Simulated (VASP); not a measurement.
Write the native input for VASP 6.6.1 that does the following.

| Quantity | Value |
| --- | --- |
| Task | single point |
| Functional | PBE |
| Potentials or basis | VASP PAW PBE potentials, release 64 (In_d, O) |
| Cutoff | 520 eV |
| k mesh | 15 × 15 × 15 |
| Occupations | fermi-dirac, width 0.0612256 eV |
| Spin | no spin polarisation |
| Dipole correction | no |
| Further INCAR settings | ALGO = Normal; EDIFF = 1e-07; NBANDS = 23 |

The structure of In2O (antifluorite type) lies in POSCAR:

```
In2O
1.0
    0.0000000000      3.2270960057      3.2270960057
    3.2270960057      0.0000000000      3.2270960057
    3.2270960057      3.2270960057      0.0000000000
In O
2 1
Direct
    0.2500000000      0.2500000000      0.2500000000
    0.7500000000      0.7500000000      0.7500000000
    0.0000000000      0.0000000000      0.0000000000
```

The input as run:

INCAR

```
SYSTEM = In2O
ALGO = Normal
EDIFF = 1E-7
ENCUT = 520
GGA = PE
ISIF = 2
ISMEAR = -1
LASPH = .TRUE.
LCHARG = .TRUE.
LELF = .TRUE.
LREAL = .FALSE.
LVHAR = .TRUE.
LWAVE = .FALSE.
NBANDS = 23
NELM = 100
PREC = Accurate
SIGMA = 0.06122561905347299
```

KPOINTS

```
k-points
0
G
  15 15 15
  0 0 0
```

Potentials or basis: VASP PAW PBE potentials, release 64 (In_d, O).

Command:

```console
$ cat potpaw_PBE.64/In_d/POTCAR potpaw_PBE.64/O/POTCAR > POTCAR
$ mpirun -np 1 vasp_std > vasp.out
```

It gave:

```json
{"Pressure": "-0.9 GPa", "Band gap on the k mesh": "zero (band 16 reaches 6.93 eV, above the bottom of band 17 at 5.37 eV)"}
```

Caveat: spin-orbit coupling is left out, which moves the levels of the heavy elements.

Wall time 100 s on 1 thread of Intel(R) Xeon(R) 6975P-C (Granite Rapids) (shared host), peak memory 0.31 GiB.
